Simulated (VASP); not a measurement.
Input of a VASP 6.6.1 run:

POSCAR

```
Bi
1.0
    0.0000000000      2.4352890250      2.4352890250
    2.4352890250      0.0000000000      2.4352890250
    2.4352890250      2.4352890250      0.0000000000
Bi
1
Direct
    0.0000000000      0.0000000000      0.0000000000
```

Contents of INCAR.step1:

```
SYSTEM = Bi
  ALGO = Normal
  EDIFF = 1E-4
  ENCUT = 520
  GGA = PE
  ISMEAR = -1
  LASPH = .TRUE.
  LCHARG = .FALSE.
  LREAL = .FALSE.
  LWAVE = .TRUE.
  NBANDS = 14
  NELM = 80
  PREC = Accurate
  SIGMA = 0.1
```

Contents of INCAR.step2:

```
SYSTEM = Bi
  ALGO = Normal
  EDIFF = 1E-7
  ENCUT = 520
  ISIF = 2
  ISMEAR = -1
  ISTART = 1
  LASPH = .TRUE.
  LCHARG = .TRUE.
  LELF = .TRUE.
  LMIXTAU = .TRUE.
  LREAL = .FALSE.
  LVHAR = .TRUE.
  LWAVE = .FALSE.
  METAGGA = R2SCAN
  NBANDS = 14
  NELM = 80
  PREC = Accurate
  SIGMA = 0.1
```

KPOINTS

```
k-points
0
G
  12 12 12
  0 0 0
```

Potentials or basis: VASP PAW PBE potentials, release 64 (Bi_d).

Run with:

```bash
$ cat potpaw_PBE.64/Bi_d/POTCAR > POTCAR
$ cp INCAR.step1 INCAR
$ mpirun -np 1 vasp_std > vasp.out
$ cp INCAR.step2 INCAR
$ mpirun -np 1 vasp_std > vasp.out
```

(1) Predict the pressure.

## Answers

(1) 5.3 GPa.

Caveat: the PAW data sets were made with another functional, which shifts forces and pressure a little.
